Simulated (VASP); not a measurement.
**ZnSe (zincblende type): single point with PBE**

The system is ZnSe (zincblende type).

```
Zn Se
1.0
     0.00000    2.40144    2.40144
     2.40144    0.00000    2.40144
     2.40144    2.40144    0.00000
Zn Se
1 1
Direct
  0.00000 0.00000 0.00000
  0.25000 0.25000 0.25000
```

```json
{"Program": "VASP 6.6.1", "Task": "single point", "Functional": "PBE", "Potentials or basis": "VASP PAW PBE potentials, release 64 (Zn, Se)", "Cutoff": "520 eV", "k mesh": "14 × 14 × 14", "Occupations": "fermi-dirac, width 0.1 eV", "Spin": "no spin polarisation", "Dipole correction": "no", "Further INCAR settings": "ALGO = Normal; EDIFF = 1e-06; NBANDS = 16"}
```

```json
{"Pressure": "101.6 GPa", "Band gap on the k mesh": "1.38 eV (least direct gap 3.58 eV)"}
```

Levels at points of the mesh, in eV from the valence-band top:
| k point | band 6 | band 7 | band 8 | band 9 | band 10 | band 11 | band 12 | band 13 |
| --- | --- | --- | --- | --- | --- | --- | --- | --- |
| (0.00, 0.00, 0.00) | -8.88 | 0.00 | 0.00 | 0.00 | 3.58 | 5.14 | 5.14 | 5.14 |
| (0.50, 0.00, 0.00) | -8.82 | -8.40 | -1.91 | -1.91 | 3.29 | 5.75 | 5.75 | 8.81 |
| (0.50, 0.50, 0.00) | -8.52 | -7.45 | -4.68 | -4.68 | 1.38 | 2.54 | 14.96 | 14.96 |

Run time: 41 s on 1 thread of AMD EPYC 7R13 Processor (Zen 3) (shared host), peak memory 0.16 GiB.

Caveat: the cell stands under pressure. A k mesh can miss the band edges.
